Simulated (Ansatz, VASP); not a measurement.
# In: VASP beside Ansatz

The input INCAR:

```
PREC     = Accurate       # precision mode
ENCUT    = 520            # plane-wave cutoff, eV
EDIFF    = 1E-8           # SCF threshold, eV
ISMEAR   = -1             # smearing method
SIGMA    = 0.05           # smearing width, eV
LREAL    = False          # projectors in reciprocal space
LASPH    = True           # aspherical terms in the spheres
NELM     = 60             # most SCF steps
ALGO     = Normal         # electronic algorithm
ISIF     = 2              # what is computed and relaxed
LWAVE    = False          # write WAVECAR
LCHARG   = False          # write CHGCAR
LEFG     = True         
NBANDS   = 12             # bands
```

KPOINTS

```
Automatic mesh
0
Gamma
  14 14 14
```

File POSCAR:

```
In
1.0
   -1.6041723059      1.6041723059      2.4405141445
    1.6041723059     -1.6041723059      2.4405141445
    1.6041723059      1.6041723059     -2.4405141445
In
1
Direct
    0.0000000000      0.0000000000      0.0000000000
```

Input for Ansatz:

```yaml
crystal:
  lattice:
    - [-1.6041723059, 1.6041723059, 2.4405141445]
    - [1.6041723059, -1.6041723059, 2.4405141445]
    - [1.6041723059, 1.6041723059, -2.4405141445]
  atoms:
    - { symbol: In, position: [0.0, 0.0, 0.0] }
kpoints:
  mp_grid: { grid: [14, 14, 14] }
scf:
  occupations: { method: fermi_dirac, width: 0.05 }
hamiltonian:
  xc: lda
  pseudopotentials: { kind: all_electron, datasets: crystal }
output:
  forces: true
  stress: true
  eigenvalues: true
  efg: { contact_densities: true }
```

Change from the starting cell: volume scaled by 0.96, crystal datasets.

Alike in both runs: task electric field gradients; functional LDA; k mesh 14 × 14 × 14; occupations fermi-dirac, width 0.05 eV; no spin polarisation.

|  | VASP | Ansatz |
| --- | --- | --- |
| version | VASP 6.6.1 | Ansatz 0.2.0 |
| potentials or method | VASP PAW LDA potentials, release 64 (In_d), cutoff 520 eV | all-electron PAW with datasets made for the crystal, scalar-relativistic |

```tsv
	VASP	Ansatz	Ansatz less VASP
pressure (GPa)	-1.0	-1.0	-0.01
traceless stress, the component that is largest in VASP (GPa)	0.36	0.35	-0.009
size of Vzz on the site where it differs most (V/Å²)	23.2	23.1	-0.08
```

LDA's correlation is that of Perdew and Zunger in VASP and of Perdew and Wang (1992) in Ansatz. Ansatz ran all-electron here, and VASP with PAW potentials.
